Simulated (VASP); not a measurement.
**ZrS: single point with PBEsol**

The system is ZrS.

```xyz
2
Lattice="-0.2050 2.4851 2.4851 2.4851 -0.2050 2.4851 2.4851 2.4851 -0.2050" Properties=species:S:1:pos:R:3 pbc="T T T"
Zr    0.0000    0.0000    0.0000
S     2.3826    2.3826    2.3826
```

```json
{"Program": "VASP 6.6.1", "Task": "single point", "Functional": "PBEsol", "Potentials or basis": "VASP PAW PBE potentials, release 64 (Zr_sv, S)", "Cutoff": "520 eV", "k mesh": "16 × 16 × 16", "Occupations": "gaussian, width 0.15 eV", "Spin": "no spin polarisation"}
```

* Pressure: 0.2 GPa
* Band gap on the k mesh: zero (bands 9 and 10 overlap by 3.51 eV)

Stress tensor (GPa, compression positive):
```
0.21 2.26 2.26
2.26 0.21 2.26
2.26 2.26 0.21
```

Levels at points of the mesh, in eV from the Fermi level:
| k point | band 6 | band 7 | band 8 | band 9 | band 10 | band 11 | band 12 | band 13 |
| --- | --- | --- | --- | --- | --- | --- | --- | --- |
| (0.00, 0.00, 0.00) | -3.64 | -3.64 | -3.04 | -1.91 | -1.91 | -0.58 | -0.57 | -0.57 |
| (0.50, 0.00, 0.00) | -8.25 | -6.22 | -5.42 | 0.85 | 1.04 | 2.16 | 2.81 | 5.36 |
| (0.50, 0.50, 0.00) | -6.33 | -4.78 | -4.03 | -3.62 | 0.47 | 1.82 | 2.73 | 3.25 |
| (0.50, 0.50, 0.50) | -8.18 | -6.65 | -6.65 | 1.60 | 2.08 | 2.08 | 2.35 | 5.59 |

Run time: 3.8 min on 1 thread of Intel(R) Xeon(R) Platinum 8488C (Sapphire Rapids) (shared host), peak memory 0.33 GiB.

Caveat: the PAW data sets were made with another functional, which shifts forces and pressure a little.
